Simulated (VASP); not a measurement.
The system is SnSe.

```
Sn Se
1.0
     0.00000    3.01000    3.01000
     3.01000    0.00000    3.01000
     3.01000    3.01000    0.00000
Sn Se
1 1
Direct
  0.00000 0.00000 0.00000
  0.50000 0.50000 0.50000
```

Base run:

- Program: VASP 6.6.1
- Functional: PBEsol
- Potentials or basis: VASP PAW PBE potentials, release 64 (Sn_d, Se)
- Cutoff: 520 eV
- k mesh: 8 × 8 × 8
- Occupations: gaussian, width 0.01 eV
- Spin: no spin polarisation

Its results: band gap on the k mesh 0.65 eV, direct; pressure -1.9 GPa.

Question: The run is repeated on the same cell with these changes: k mesh from 8 × 8 × 8 to 2 × 2 × 2; further incar settings from ALGO = Normal; EDIFF = 1e-07; NBANDS = 17 to ALGO = Normal; EDIFF = 1e-06; NBANDS = 17. What comes out?

Answer: Band gap on the k mesh 0.68 eV, direct; pressure -3.3 GPa.

Caveats: some runs use coarse meshes; the PAW data sets were made with another functional, which shifts forces and pressure a little; spin-orbit coupling is left out, which moves the levels of the heavy elements.

A k mesh can miss the band edges.
